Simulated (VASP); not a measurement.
# Ge5P (I4/mmm) in VASP: notebook

Ge5P is run at these levels: PBE; tasks: single point, relaxation of cell and atoms.

Program: VASP 6.6.1. These are calculated values, not measurements. Logs are shortened: lines on timing, memory, paths and dates and some standing lists are left out, and cuts for length are marked.

### 1 The cell of the first run

Symmetry: I4/mmm, No. 139, tetragonal system. The conventional cell has a = 6.192 Å, b = 6.192 Å, c = 6.814 Å, α = 90.00°, β = 90.00°, γ = 90.00°. Within 2.7 Å of Ge (site symmetry m2m) lie 1 Ge at 2.07 Å and 1 P at 2.31 Å. Within 2.7 Å of Ge (site symmetry 4/mmm) lie 4 Ge at 2.07 Å. P (site symmetry 4/mmm) has 4 Ge at 2.31 Å within 3.0 Å.

The cell was generated, and may not be a known phase.

### 2 Single point, PBE

The input, INCAR:

```
SYSTEM = Ge5P
PREC = Accurate
ENCUT = 520
EDIFF = 1E-7
ISMEAR = 0
SIGMA = 0.1
LREAL = .FALSE.
LASPH = .TRUE.
NELM = 60
ALGO = Normal
ISIF = 2
LWAVE = .FALSE.
LCHARG = .FALSE.
GGA = PE
NBANDS = 46
```

The input, KPOINTS:

```
regular mesh
0
G
  4 4 4
  0 0 0
```

The input, POSCAR:

```
Ge5P
1.0
   -3.0960945800      3.0960945800      3.4069924600
    3.0960945800     -3.0960945800      3.4069924600
    3.0960945800      3.0960945800     -3.4069924600
Ge P
5 1
Direct
    0.7365215300      0.7365215300      0.4730430600
    0.2634784700      0.2634784700      0.5269569400
    0.7365215300      0.2634784700      0.0000000000
    0.2634784700      0.7365215300      0.0000000000
    0.5000000000      0.5000000000      0.0000000000
    0.0000000000      0.0000000000      0.0000000000
```

Potentials or basis: VASP PAW PBE potentials, release 64 (Ge_d, P).

Launch:

```bash
> cat potpaw_PBE.64/Ge_d/POTCAR potpaw_PBE.64/P/POTCAR > POTCAR
> mpirun -np 1 vasp_std > vasp.out
```

OUTCAR:

```text
SYSTEM = Ge5P
   PREC = Accurate
   ENCUT = 520
   EDIFF = 1E-7
   ISMEAR = 0
   LREAL = .FALSE.
   LASPH = .TRUE.
   NELM = 60
   ISIF = 2
   GGA = PE

 ion  position               nearest neighbor table
   1  0.737  0.737  0.473-   5 2.07   6 2.31
   2  0.263  0.263  0.527-   5 2.07   6 2.31
   3  0.737  0.263  0.000-   5 2.07   6 2.31
   4  0.263  0.737  0.000-   5 2.07   6 2.31
   5  0.500  0.500  0.000-   3 2.07   4 2.07   1 2.07   2 2.07
   6  0.000  0.000  0.000-   2 2.31   1 2.31   4 2.31   3 2.31

  LATTYP: Found a body centered tetragonal cell.
 ALAT       =     6.1921891600
 C/A-ratio  =     1.1004161443

  Lattice vectors:

 A1 = (  -3.0960945800,   3.0960945800,   3.4069924600)
 A2 = (   3.0960945800,  -3.0960945800,   3.4069924600)
 A3 = (   3.0960945800,   3.0960945800,  -3.4069924600)

Analysis of symmetry for initial positions (statically):
=====================================================================
 Subroutine PRICEL returns:
 Original cell was already a primitive cell.

 Routine SETGRP: Setting up the symmetry group for a
 body centered tetragonal supercell.

 Subroutine GETGRP returns: Found 16 space group operations
 (whereof 16 operations were pure point group operations)
 out of a pool of 16 trial point group operations.

The static configuration has the point symmetry D_4h.

Analysis of symmetry for dynamics (positions and initial velocities):
=====================================================================
 Subroutine PRICEL returns:
 Original cell was already a primitive cell.

 Routine SETGRP: Setting up the symmetry group for a
 body centered tetragonal supercell.

 Subroutine GETGRP returns: Found 16 space group operations
 (whereof 16 operations were pure point group operations)
 out of a pool of 16 trial point group operations.

The dynamic configuration has the point symmetry D_4h.

 Subroutine INISYM returns: Found 16 space group operations
 (whereof 16 operations are pure point group operations),
 and found     1 'primitive' translations

----------------------------------------------------------------------------------------

                                     Primitive cell

  volume of cell :     130.6350

  direct lattice vectors                    reciprocal lattice vectors
[... 84 lines left out ...]
   LREAL  =      F    real-space projection
   EDIFFG = 0.1E-05   stopping-criterion for IOM
   NSW    =      0    number of steps for IOM
   IBRION =     -1    ionic relax: 0-MD 1-quasi-New 2-CG
   NFREE  =      0    steps in history (QN), initial steepest desc. (CG)
   ISIF   =      2    stress and relaxation
   ISYM   =      2    0-nonsym 1-usesym 2-fastsym
   POTIM  = 0.5000    time-step for ionic-motion
   TEBEG  =    0.0;   TEEND  =   0.0 temperature during run
   PSTRESS=    0.0 pullay stress
   NELECT =      75.0000    total number of electrons
   NUPDOWN=      -1.0000    fix difference up-down
   EMIN   =  10.00;   EMAX   =-10.00  energy-range for DOS
   EFERMI =   0.00;   METHOD = LEGACY
   ISMEAR =     0;   SIGMA  =   0.10  broadening in eV -4-tet -1-fermi 0-gaus
   EFERMI_NEDOS =   21; number of points for ismear=-14 and -15
   IALGO  =     38    algorithm
   IMIX   =      4    mixing-type and parameters
     AMIX     =   0.40;   BMIX     =  1.00
     AMIX_MAG =   1.60;   BMIX_MAG =  1.00
  volume/ion in A,a.u.               =      21.77       146.93
  Fermi-wavevector in a.u.,A,eV,Ry     =   1.360636  2.571230 25.188889  1.851331
  Thomas-Fermi vector in A             =   2.487281
   LORBIT       =      0    0 simple, 1 ext, 2 COOP (PROOUT), +10 PAW based schemes
   GGA     = PE    functional components
   LHFCALC =     F    Hartree Fock is set to
   AEXX    =    0.0000 exact exchange contribution
   IVDW    =     0    specifies the selected vdW correction
   LEPSILON=     F    determine dielectric tensor
   LRPA    =     F    only Hartree local field effects (RPA)
 non-spin polarized calculation
 Gauss-broadening in eV      SIGMA  =   0.10
  energy-cutoff  :      520.00
  volume of cell :      130.64
 maximum number of plane-waves:      3532
 NGX is ok and might be reduce to    42
   NGX = 21   NGY = 21   NGZ = 21

 number of electron      75.0000049 magnetization

 Free energy of the ion-electron system (eV)
  ---------------------------------------------------
  ext. energy  EPLUGINS =         0.00000000
  ---------------------------------------------------
  free energy    TOTEN  =       -18.58536259 eV

  energy without entropy =      -18.57107528  energy(sigma->0) =      -18.57821894

 E-fermi :   4.9304     XC(G=0): -10.0117

 val. band max:        4.8903249570   @ k =  -0.2500   0.2500   0.2500
 cond. band min:       4.9333651664   @ k =  -0.2500  -0.2500   0.2500
 fundamental gap:      0.0430402094
 Fermi energy:         4.9303595400

 k-point     1 :       0.0000    0.0000    0.0000
  band No.  band energies     occupation
      1     -21.0421      2.00000
      2     -20.6659      2.00000
      3     -20.6394      2.00000
      4     -20.4379      2.00000
      5     -20.4379      2.00000
      6     -20.0117      2.00000
[... 626 lines left out ...]
     45       9.0199      0.00000
     46       9.5739      0.00000

------------------------ aborting loop because EDIFF is reached ----------------------------------------

  FORCE on cell =-STRESS in cart. coord.  units (eV):
  Direction    XX          YY          ZZ          XY          YZ          ZX
  --------------------------------------------------------------------------------------
  -------------------------------------------------------------------------------------
  Total       29.0361796     29.0361796     -0.7259076      0.0000000      0.0000000      0.0000000
  in kB      356.1151532    356.1151532     -8.9029169      0.0000000      0.0000000      0.0000000
  external PRESSURE =     234.4424632 kB  Pullay stress =       0.0000000 kB

 VOLUME and BASIS-vectors are now :
 -----------------------------------------------------------------------------
  energy-cutoff  :      520.00
  volume of cell :      130.64
      direct lattice vectors                 reciprocal lattice vectors
    -3.096094580  3.096094580  3.406992460     0.000000000  0.161493775  0.146757002
     3.096094580 -3.096094580  3.406992460     0.161493775  0.000000000  0.146757002
     3.096094580  3.096094580 -3.406992460     0.161493775  0.161493775  0.000000000

 POSITION                                       TOTAL-FORCE (eV/Angst)
 -----------------------------------------------------------------------------------
      1.46459      1.46459      3.40699         3.916644      3.916644     -0.000000
      1.63151      1.63151      0.00000        -3.916644     -3.916644      0.000000
     -1.46459      1.46459      3.40699        -3.916644      3.916644      0.000000
      1.46459     -1.46459      3.40699         3.916644     -3.916644      0.000000
      0.00000      0.00000      3.40699        -0.000000      0.000000     -0.000000
      0.00000      0.00000      0.00000        -0.000000      0.000000     -0.000000
 -----------------------------------------------------------------------------------
    total drift:                               -0.000000     -0.000000      0.000000

  FREE ENERGIE OF THE ION-ELECTRON SYSTEM (eV)
  ---------------------------------------------------
  free  energy   TOTEN  =       -18.5853625888 eV

  energy  without entropy=      -18.5710752821  energy(sigma->0) =      -18.57821894
```

OSZICAR:

```text
N       E                     dE             d eps       ncg     rms          rms(c)
DAV:   1     0.818075051786E+03    0.81808E+03   -0.35861E+04  1418   0.427E+03
DAV:   2     0.137894915695E+03   -0.68018E+03   -0.66134E+03  1196   0.991E+02
DAV:   3    -0.760163987934E+01   -0.14550E+03   -0.14176E+03  1298   0.246E+02
DAV:   4    -0.190591861625E+02   -0.11458E+02   -0.11311E+02  1386   0.781E+01
DAV:   5    -0.193842000269E+02   -0.32501E+00   -0.32365E+00  1402   0.137E+01    0.832E+00
DAV:   6    -0.187185750670E+02    0.66562E+00   -0.84936E-01  1610   0.165E+01    0.461E+00
DAV:   7    -0.185900866144E+02    0.12849E+00   -0.54557E-01  1714   0.820E+00    0.133E+00
DAV:   8    -0.185835275763E+02    0.65590E-02   -0.10812E-01  1630   0.117E+01    0.359E-01
DAV:   9    -0.185848357515E+02   -0.13082E-02   -0.26181E-02  1794   0.222E+00    0.184E-01
DAV:  10    -0.185852806816E+02   -0.44493E-03   -0.57208E-03  1560   0.589E-01    0.958E-02
DAV:  11    -0.185853966861E+02   -0.11600E-03   -0.98057E-04  1470   0.594E-01    0.418E-02
DAV:  12    -0.185853632119E+02    0.33474E-04   -0.15669E-04  1648   0.266E-01    0.149E-02
DAV:  13    -0.185853618387E+02    0.13732E-05   -0.38248E-05  2026   0.720E-02    0.505E-03
DAV:  14    -0.185853628168E+02   -0.97813E-06   -0.10533E-05  1394   0.215E-02    0.263E-03
DAV:  15    -0.185853626767E+02    0.14006E-06   -0.41540E-07  1238   0.129E-02    0.156E-03
DAV:  16    -0.185853625888E+02    0.87943E-07   -0.20301E-07  1002   0.173E-02
   1 F= -.18585363E+02 E0= -.18578219E+02  d E =-.142873E-01
```

Wall time 3 min (1 thread of Oxide Virtual Turin-like, shared host); peak memory 0.24 GiB.

What came out:

```
Free energy            : -18.5854 eV
Pressure               : 23.4 GPa
Largest force          : 5.539 eV/Å
Band gap on the k mesh : zero (an odd number of electrons rules out a gap without spin polarisation)
```

Forces on the atoms (eV/Å):
```
Ge   3.917  3.917  0.000
Ge  -3.917 -3.917  0.000
Ge  -3.917  3.917  0.000
Ge   3.917 -3.917  0.000
Ge   0.000  0.000  0.000
P    0.000  0.000  0.000
```

Stress tensor (GPa, compression positive):
```
35.61  0.00  0.00
 0.00 35.61  0.00
 0.00  0.00 -0.89
```

Levels at points of the mesh, in eV from the Fermi level:
```tsv
k point	band 35	band 36	band 37	band 38	band 39	band 40	band 41	band 42
(0.00, 0.00, 0.00)	-2.91	-1.92	-1.92	-0.89	2.41	2.41	3.43	3.64
(0.50, 0.00, 0.00)	-1.56	-1.38	-1.00	0.12	0.54	0.82	1.15	1.93
(0.50, 0.50, 0.00)	-2.36	-0.71	-0.07	0.24	0.89	1.49	2.04	2.86
(0.50, 0.50, 0.50)	-2.15	0.40	0.86	2.84	3.05	3.05	3.05	3.24
```

Caveat: the stress differs along the axes, from -1 to 36 GPa; an odd number of electrons without spin polarisation forces a metal; a magnetic or distorted state may lie lower.

### 3 Single point, PBE

This run uses another cell than the first one, of 23.00 Å³/atom.

The input, INCAR:

```
SYSTEM = Ge5P
PREC     = Accurate       ! precision mode
ENCUT    = 520            ! plane-wave cutoff, eV
EDIFF    = 1E-6           ! SCF threshold, eV
ISMEAR   = 0              ! smearing method
SIGMA    = 0.1            ! smearing width, eV
LREAL    = .False.        ! projectors in reciprocal space
LASPH    = .True.         ! aspherical terms in the spheres
NELM     = 60             ! most SCF steps
ALGO     = Normal         ! electronic algorithm
ISIF     = 2              ! what is computed and relaxed
LWAVE    = .False.        ! write WAVECAR
LCHARG   = .False.        ! write CHGCAR
GGA      = PE             ! functional
NBANDS   = 46             ! bands
```

The input, KPOINTS:

```
Automatic mesh
0
Gamma
  4 4 4
  0 0 0
```

The input, POSCAR:

```
Ge5P
1.0
   -3.5999458472      3.5999458472      2.6617706340
    3.5999458472     -3.5999458472      2.6617706340
    3.5999458472      3.5999458472     -2.6617706340
Ge P
5 1
Direct
    0.7564158261      0.7564158261      0.5128316522
    0.2435841739      0.2435841739      0.4871683478
    0.7564158261      0.2435841739      0.0000000000
    0.2435841739      0.7564158261      0.0000000000
    0.5000000000      0.5000000000      0.0000000000
    0.0000000000      0.0000000000      0.0000000000
```

Potentials or basis: VASP PAW PBE potentials, release 64 (Ge_d, P).

Launch:

```bash
> cat potpaw_PBE.64/Ge_d/POTCAR potpaw_PBE.64/P/POTCAR > POTCAR
> mpirun -np 1 vasp_std > vasp.out
```

Run time: 3.5 min. Hardware: 1 thread of Oxide Virtual Turin-like, shared host; peak memory 0.3 GiB.

It converged, with:

```
Free energy            : -25.0364 eV
Pressure               : 0.0 GPa
Largest force          : 0.011 eV/Å
Band gap on the k mesh : zero (an odd number of electrons rules out a gap without spin polarisation)
```

Forces in eV/Å, atoms in the order of the input:
```
Ge   0.008  0.008  0.000
Ge  -0.008 -0.008  0.000
Ge  -0.008  0.008  0.000
Ge   0.008 -0.008  0.000
Ge   0.000  0.000  0.000
P    0.000  0.000  0.000
```

Stress tensor (GPa, compression positive):
```
 0.09  0.00  0.00
 0.00  0.09  0.00
 0.00  0.00 -0.05
```

Levels at points of the mesh, in eV from the Fermi level:
```tsv
k point	band 33	band 34	band 35	band 36	band 37	band 38	band 39	band 40	band 41	band 42
(0.00, 0.00, 0.00)	-5.43	-4.59	-3.42	-3.42	-0.15	0.02	0.02	2.94	3.58	3.58
(0.50, 0.00, 0.00)	-2.35	-2.06	-1.86	-1.02	-0.87	-0.86	-0.06	1.82	2.06	2.35
(0.50, 0.50, 0.00)	-3.57	-3.51	-2.83	-1.64	-1.51	-1.49	0.88	0.90	1.98	2.19
(0.50, 0.50, 0.50)	-3.02	-3.02	-2.53	-2.48	-1.19	0.18	0.65	0.65	1.79	2.01
```

Caveat: the k points lie up to 0.37 Å⁻¹ apart, too coarse for converged energies and pressures of a metal; an odd number of electrons without spin polarisation forces a metal; a magnetic or distorted state may lie lower.

(Continued in part 2 of 2.)

The gap in the log of VASP goes by the Fermi energy; the results here count the filled bands.